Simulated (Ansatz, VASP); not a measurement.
**One calculation of PbO, two programs**

File INCAR:

```
SYSTEM = PbO
  PREC = Accurate
  ENCUT = 520
  EDIFF = 1E-6
  ISMEAR = -1
  SIGMA = 0.02
  LREAL = .False.
  LASPH = .True.
  NELM = 80
  ALGO = Normal
  ISIF = 2
  LWAVE = .False.
  LCHARG = .False.
  GGA = PE
  NBANDS = 17
```

KPOINTS

```
regular mesh
0
Gamma
  8 8 8
  0 0 0
```

Contents of POSCAR:

```
PbO
1.0
    0.0000000000      2.6065174967      2.5423971663
    2.6065174967      0.0000000000      2.5423971663
    2.6065174967      2.6065174967      0.0000000000
Pb O
1 1
Direct
    0.0000000000      0.0000000000      0.0000000000
    0.5000000000      0.5000000000      0.5000000000
```

Input for Ansatz:

```yaml
crystal:
  lattice:
    - [0.0, 2.6065174967, 2.5423971663]
    - [2.6065174967, 0.0, 2.5423971663]
    - [2.6065174967, 2.6065174967, 0.0]
  atoms:
    - { symbol: Pb, position: [0.0, 0.0, 0.0] }
    - { symbol: O, position: [0.5, 0.5, 0.5] }
kpoints:
  mp_grid: { grid: [8, 8, 8] }
  band_path:
    path:
      - [0.0, 0.0, 0.0]
      - [0.5, 0.0, 0.5]
      - [0.625, 0.25, 0.625]
      - [0.375, 0.375, 0.75]
      - [0.5, 0.5, 0.5]
      - [0.5, 0.25, 0.75]
      - [0.5, 0.45, 0.55]
    npoints: 1
hamiltonian:
  xc: pbe
scf:
  occupations: { method: fermi_dirac, width: 0.02 }
  n_extra_bands: 4
output:
  forces: true
  stress: true
  eigenvalues: true
  write_density: true
  write_potential: true
  elf: true
  volumetric_format: npy
```

Change from the starting cell: uniaxial_z strain -2.5%.

Alike in both runs: task single point; functional PBE; k mesh 8 × 8 × 8; occupations fermi-dirac, width 0.02 eV; no spin polarisation.

|  | VASP | Ansatz |
| --- | --- | --- |
| version | VASP 6.6.1 | Ansatz 0.2.0 |
| potentials or method | VASP PAW PBE potentials, release 64 (Pb_d, O) | plane waves, PAW |
| plane-wave cutoff (eV) | 520 | 420 |
| valence electrons in the cell | 20 | 20 |

|  | VASP | Ansatz | Ansatz less VASP |
| --- | --- | --- | --- |
| pressure (GPa) | 5.4 | 5.5 | +0.07 |
| traceless stress, the component that is largest in VASP (GPa) | 2.32 | 2.29 | -0.027 |

Neither program's run includes spin-orbit coupling.
